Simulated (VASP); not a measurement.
# ZnSe (I-4m2) in VASP: further runs, part 2 of 2

VASP 6.6.1. Earlier steps stand in the parts before.

## (6) Single point, PBE (strain +0.080 along x and y, +0.040 along z)

Input file INCAR:

```
SYSTEM = ZnSe
ALGO = Normal
EDIFF = 1E-6
ENCUT = 520
GGA = PE
ISIF = 2
ISMEAR = 0
LASPH = .TRUE.
LCHARG = .FALSE.
LREAL = .FALSE.
LWAVE = .FALSE.
NBANDS = 16
NELM = 60
PREC = Accurate
SIGMA = 0.05
```

Input file KPOINTS:

```
k-points
0
G
  8 8 8
  0 0 0
```

Input file POSCAR:

```
ZnSe
1.0
    0.0000000000      3.0951937515      2.9805569459
    3.0951937515      0.0000000000      2.9805569459
    3.0951937515      3.0951937515      0.0000000000
Zn Se
1 1
Direct
    0.0000000000      0.0000000000      0.0000000000
    0.7500000000      0.7500000000      0.7500000000
```

Potentials or basis: VASP PAW PBE potentials, release 64 (Zn, Se).

Started as:

```console
cat potpaw_PBE.64/Zn/POTCAR potpaw_PBE.64/Se/POTCAR > POTCAR
mpirun -np 1 vasp_std > vasp.out
```

OUTCAR:

```text
SYSTEM = ZnSe
   EDIFF = 1E-6
   ENCUT = 520
   GGA = PE
   ISIF = 2
   ISMEAR = 0
   LASPH = .TRUE.
   LREAL = .FALSE.
   NELM = 60
   PREC = Accurate

 ion  position               nearest neighbor table
   1  0.000  0.000  0.000-   2 2.65   2 2.65   2 2.65   2 2.65
   2  0.750  0.750  0.750-   1 2.65   1 2.65   1 2.65   1 2.65

  LATTYP: Found a body centered tetragonal cell.
 ALAT       =     4.3772649815
 C/A-ratio  =     1.3618352823

  Lattice vectors:

 A1 = (   0.0000000000,  -3.0951937515,  -2.9805569459)
 A2 = (   0.0000000000,   3.0951937515,  -2.9805569459)
 A3 = (   3.0951937515,   0.0000000000,   2.9805569459)

Analysis of symmetry for initial positions (statically):
=====================================================================
 Subroutine PRICEL returns:
 Original cell was already a primitive cell.

 Routine SETGRP: Setting up the symmetry group for a
 body centered tetragonal supercell.

 Subroutine GETGRP returns: Found  8 space group operations
 (whereof  8 operations were pure point group operations)
 out of a pool of 16 trial point group operations.

The static configuration has the point symmetry D_2d.

Analysis of symmetry for dynamics (positions and initial velocities):
[... 161 lines left out ...]
 val. band max:       -0.0102045174   @ k =   0.0000   0.0000   0.0000
 cond. band min:       0.3768785717   @ k =   0.0000   0.0000   0.0000
 fundamental gap:      0.3870830892
 Fermi energy:         0.1834240140

 k-point     1 :       0.0000    0.0000    0.0000
  band No.  band energies     occupation
      1     -12.1403      2.00000
      2      -6.0515      2.00000
      3      -6.0515      2.00000
      4      -6.0394      2.00000
      5      -5.8504      2.00000
      6      -5.8485      2.00000
[... 433 lines left out ...]
      3      -5.9880      2.00000
      4      -5.9022      2.00000
      5      -5.8479      2.00000
      6      -5.8362      2.00000
[... 8 lines left out ...]
     15      10.9709      0.00000
     16      11.5723      0.00000

 [... further k-points ...]

------------------------ aborting loop because EDIFF is reached ----------------------------------------

  FORCE on cell =-STRESS in cart. coord.  units (eV):
  Direction    XX          YY          ZZ          XY          YZ          ZX
  --------------------------------------------------------------------------------------
  -------------------------------------------------------------------------------------
  Total       -2.6267649     -2.6267649     -2.1847764      0.0000000      0.0000000     -0.0000000
  in kB      -73.6934159    -73.6934159    -61.2935088      0.0000000      0.0000000     -0.0000000
  external PRESSURE =     -69.5601136 kB  Pullay stress =       0.0000000 kB

 VOLUME and BASIS-vectors are now :
 -----------------------------------------------------------------------------
  energy-cutoff  :      520.00
  volume of cell :       57.11
      direct lattice vectors                 reciprocal lattice vectors
     0.000000000  3.095193752  2.980556946    -0.161540776  0.161540776  0.167753883
     3.095193752  0.000000000  2.980556946     0.161540776 -0.161540776  0.167753883
     3.095193752  3.095193752  0.000000000     0.161540776  0.161540776 -0.167753883

 POSITION                                       TOTAL-FORCE (eV/Angst)
 -----------------------------------------------------------------------------------
      0.00000      0.00000      0.00000         0.000000      0.000000     -0.000000
      4.64279      4.64279      4.47084        -0.000000     -0.000000      0.000000
 -----------------------------------------------------------------------------------
    total drift:                                0.000001      0.000001     -0.000001

  FREE ENERGIE OF THE ION-ELECTRON SYSTEM (eV)
  ---------------------------------------------------
  free  energy   TOTEN  =        -5.7725876858 eV

  energy  without entropy=       -5.7725876858  energy(sigma->0) =       -5.77258769
```

OSZICAR:

```text
N       E                     dE             d eps       ncg     rms          rms(c)
DAV:   1     0.864991630967E+02    0.86499E+02   -0.85664E+03  1888   0.120E+03
DAV:   2    -0.234926182401E+00   -0.86734E+02   -0.81443E+02  2144   0.242E+02
DAV:   3    -0.604827708441E+01   -0.58134E+01   -0.57883E+01  2264   0.609E+01
DAV:   4    -0.609892354844E+01   -0.50646E-01   -0.50641E-01  2376   0.623E+00
DAV:   5    -0.609919387277E+01   -0.27032E-03   -0.27032E-03  2280   0.396E-01    0.338E+00
DAV:   6    -0.578808465726E+01    0.31111E+00   -0.58134E-01  2744   0.188E+01    0.262E+00
DAV:   7    -0.577229153727E+01    0.15793E-01   -0.12789E-01  2192   0.314E+00    0.114E+00
DAV:   8    -0.577211319508E+01    0.17834E-03   -0.41591E-03  2176   0.563E-01    0.334E-01
DAV:   9    -0.577246615640E+01   -0.35296E-03   -0.91049E-04  2312   0.253E-01    0.741E-02
DAV:  10    -0.577256579433E+01   -0.99638E-04   -0.12127E-04  2448   0.112E-01    0.165E-02
DAV:  11    -0.577258554552E+01   -0.19751E-04   -0.27040E-05  2304   0.557E-02    0.491E-03
DAV:  12    -0.577258741541E+01   -0.18699E-05   -0.30904E-06  2472   0.166E-02    0.242E-03
DAV:  13    -0.577258768584E+01   -0.27043E-06   -0.67537E-07  2048   0.551E-03
   1 F= -.57725877E+01 E0= -.57725877E+01  d E =-.342780E-10
```

It took 24 s on 1 thread of Intel Xeon Platinum 8488C (Sapphire Rapids), shared host; peak memory 0.21 GiB.

What came out:

- Free energy: -5.7726 eV
- Pressure: -7.0 GPa
- Band gap on the k mesh: 0.39 eV

Caveat: the cell differs from its parent crystal (strain +0.080 along x and y, +0.040 along z); the cell stands under tension.

## (7) Summary

```tsv
cell	gap on the mesh (eV)	pressure (GPa)
a = 4.218, b = 4.218, c = 4.053 Å, angles 61.3, 61.3, 57.4°, 2 atoms	0.74	-3.6
a = 4.135, b = 4.135, c = 4.215 Å, angles 59.4, 59.4, 61.3°, 2 atoms	0.77	-3.6
a = 4.141, b = 4.141, c = 4.377 Å, angles 58.1, 58.1, 63.8°, 2 atoms	0.48	-5.0
a = 4.218, b = 4.218, c = 4.377 Å, angles 58.7, 58.7, 62.5°, 2 atoms	0.43	-6.1
a = 4.297, b = 4.297, c = 4.377 Å, angles 59.4, 59.4, 61.2°, 2 atoms	0.39	-7.0
```

Alike in all rows: task single point; level PBE; potentials or basis VASP PAW PBE potentials, release 64 (Zn, Se); no spin polarisation; k mesh 8 × 8 × 8; cutoff (eV) 520; smearing gaussian 0.05 eV.

Caveats: the cell stands under tension.

Absolute energies hang on the potentials; compare differences alone.
